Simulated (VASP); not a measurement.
Here is a VASP 6.6.1 calculation.

The input INCAR:

```
PREC     = Accurate       # precision mode
ENCUT    = 520            # plane-wave cutoff, eV
EDIFF    = 1E-8           # SCF threshold, eV
ISMEAR   = -1             # smearing method
SIGMA    = 0.05           # smearing width, eV
LREAL    = F              # projectors in reciprocal space
LASPH    = T              # aspherical terms in the spheres
NELM     = 80             # most SCF steps
ALGO     = Normal         # electronic algorithm
ISIF     = 2              # what is computed and relaxed
LWAVE    = F              # write WAVECAR
LCHARG   = F              # write CHGCAR
LEFG     = T            
NBANDS   = 21             # bands
```

KPOINTS

```
Automatic mesh
0
Gamma
  11 11 11
```

Contents of POSCAR:

```
Sn
1.0
    0.0000000000      3.2456000000      3.2456000000
    3.2456000000      0.0000000000      3.2456000000
    3.2456000000      3.2456000000      0.0000000000
Sn
2
Direct
    0.5000000000      0.5000000000      0.5000000000
    0.7500000000      0.7500000000      0.7500000000
```

Potentials or basis: VASP PAW LDA potentials, release 64 (Sn_d).

Launch:

```sh
$ cat potpaw_LDA.64/Sn_d/POTCAR > POTCAR
$ mpirun -np 1 vasp_std > vasp.out
```

(1) Estimate the pressure.

(2) Estimate the band gap on the k mesh.

## Answers

(1) -0.4 GPa.

(2) zero (band 14 reaches 5.44 eV, above the bottom of band 15 at 5.27 eV).

Caveat: without QUAD_EFG the Cq values of the log hold for a quadrupole moment of 1 mb, not for the nuclei; spin-orbit coupling is left out, which moves the levels of the heavy elements.
